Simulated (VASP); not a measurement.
Input of a VASP 6.6.1 run:

The input INCAR:

```
  PREC = Accurate
  ENCUT = 520
  EDIFF = 1E-7
  ISMEAR = 0
  SIGMA = 0.01
  LREAL = F
  LASPH = T
  NELM = 60
  ALGO = Normal
  ISIF = 2
  LWAVE = F
  LCHARG = F
  NBANDS = 16
```

File KPOINTS:

```
regular mesh
0
Gamma
  9 9 6
```

POSCAR

```
C
1.0
    2.4825110139      0.0000000000      0.0000000000
   -1.2412555070      2.1499176032      0.0000000000
    0.0000000000      0.0000000000      4.1979202822
C
4
Direct
    0.3333333333      0.6666666667     -0.0002181980
    0.6666666667      0.3333333333      0.4997818020
    0.3333333333      0.6666666667      0.3742181980
    0.6666666667      0.3333333333      0.8742181980
```

Potentials or basis: VASP PAW LDA potentials, release 64 (C).

The run is started by

```console
$ cat potpaw_LDA.64/C/POTCAR > POTCAR
$ mpirun -np 1 vasp_std > vasp.out
```

Question: Estimate the band gap on the k mesh.

Answer: 3.05 eV, indirect (least direct gap 4.90 eV).

Question: Predict the largest force.

Answer: 0.013 eV/Å.

Stress tensor (GPa, compression positive):
```
  1.71   0.00   0.00
  0.00   1.71   0.00
  0.00   0.00 -18.06
```

A k mesh can miss the band edges.
